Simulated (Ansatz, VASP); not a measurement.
## Two plane-wave programs on ZnS

```
Zn S
1.0
    -3.84620    0.00000    0.00000
    -1.92310   -3.33091    0.00000
    -3.84601   -2.22050   18.89858
Zn S
6 6
Cartesian
  -1.4821 -0.8557 14.5642
  -3.4052 -1.9660 5.1149
  -3.4052 -1.9660 11.4163
  -5.3283 -3.0763 1.9670
  -3.4052 -1.9660 17.7174
  -5.3283 -3.0763 8.2681
  -3.4052 -1.9660 7.4771
  -7.2514 -4.1866 16.9264
  -1.4821 -0.8557 1.1808
  -5.3283 -3.0763 10.6301
  -3.4052 -1.9660 13.7740
  -5.3283 -3.0763 4.3247
```

Alike in both runs: task single point; functional PBE; k mesh 8 × 8 × 2; occupations gaussian, width 0.05 eV; no spin polarisation.

|  | VASP | Ansatz |
| --- | --- | --- |
| version | VASP 6.6.1 | Ansatz 0.2.0 |
| potentials or method | VASP PAW PBE potentials, release 64 (Zn, S), cutoff 520 eV | scalar-relativistic, plane waves, PAW |
| valence electrons in the cell | 108 | 108 |

```tsv
	VASP	Ansatz	Ansatz less VASP
gap on the k mesh at the Fermi level (eV)	1.46	1.46	+0.002
least direct gap on the mesh (eV)	1.46	1.46	+0.002
pressure (GPa)	-0.3	-0.5	-0.15
traceless stress, the component that is largest in VASP (GPa)	0.48	0.49	+0.011
rms of the force components (eV/Å)	0.122	0.119	-0.0023
```

Atom by atom the forces differ by 0.003 eV/Å (rms over components). With one functional, cell and mesh, what is left measures potentials, basis and numerics.
